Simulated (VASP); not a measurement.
Here is a VASP 6.6.1 calculation.

The input INCAR:

```
SYSTEM = BeSiSb2
  PREC = Accurate
  ENCUT = 520
  EDIFF = 1E-6
  ISMEAR = -1
  SIGMA = 0.02
  LREAL = .FALSE.
  LASPH = .TRUE.
  NELM = 100
  ALGO = Normal
  ISIF = 2
  LWAVE = .FALSE.
  LCHARG = .FALSE.
  GGA = PE
  NBANDS = 26
```

The input KPOINTS:

```
regular mesh
0
G
  6 6 2
  0 0 0
```

Contents of POSCAR:

```
BeSiSb2
1.0
    4.1682974032      0.0000000000      0.0000000000
    0.0000000000      4.1682974032      0.0000000000
    0.0000000000      0.0000000000     11.4383195721
Be Sb Si
2 4 2
Direct
    0.5000000000      0.0000000000      0.8882193987
    0.0000000000      0.5000000000      0.1117806013
    0.5000000000      0.5000000000      0.0000000000
    0.0000000000      0.0000000000      0.2246233559
    0.5000000000      0.5000000000      0.5000000000
    0.0000000000      0.0000000000      0.7753766441
    0.5000000000      0.0000000000      0.3610628851
    0.0000000000      0.5000000000      0.6389371149
```

Potentials or basis: VASP PAW PBE potentials, release 64 (Be, Sb, Si).

The run is started by

```bash
$ cat potpaw_PBE.64/Be/POTCAR potpaw_PBE.64/Sb/POTCAR potpaw_PBE.64/Si/POTCAR > POTCAR
$ mpirun -np 1 vasp_std > vasp.out
```

(1) Predict the largest force.

(2) What does it give for the pressure?

(3) What does it give for the band gap on the k mesh?

## Answers

(1) 0.217 eV/Å.

(2) 1.3 GPa.

(3) zero (bands 16 and 17 overlap by 0.16 eV).

Caveat: semilocal functionals underestimate gaps, and a narrow one can read as zero; spin-orbit coupling is left out, which moves the levels of the heavy elements.
